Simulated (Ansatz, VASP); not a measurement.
**One calculation of ReS, two programs**

```
Re S
1.0
     0.00000    2.46858    2.46858
     2.46858    0.00000    2.46858
     2.46858    2.46858    0.00000
Re S
1 1
Direct
  0.00000 0.00000 0.00000
  0.50000 0.50000 0.50000
```

Alike in both runs: functional PBE; k mesh 14 × 14 × 14; occupations gaussian, width 0.1 eV; collinear spin.

Ansatz relaxed the structure, and its values are those at the end. VASP's run is a single point on that final structure, the one shown.

|  | VASP | Ansatz |
| --- | --- | --- |
| version | VASP 6.6.1 | Ansatz 0.2.0 |
| potentials or method | VASP PAW PBE potentials, release 64 (Re_sv_GW, S), cutoff 500 eV | scalar-relativistic, plane waves, PAW |
| valence electrons in the cell | 21 | 21 |

```tsv
	VASP	Ansatz	Ansatz less VASP
gap on the k mesh at the Fermi level (eV)	none	none	-
pressure (GPa)	-1.1	0.0	+1.05
net moment per atom (μB)	0.50	0.48	-0.022
size of the moment on the site where the two differ most (μB)	0.92	0.69	-0.233
```

Site moments also hang on the region over which each program counts them. A gap of «none» marks a metal or a gap that the smearing closes.

Spin-orbit coupling is off throughout.
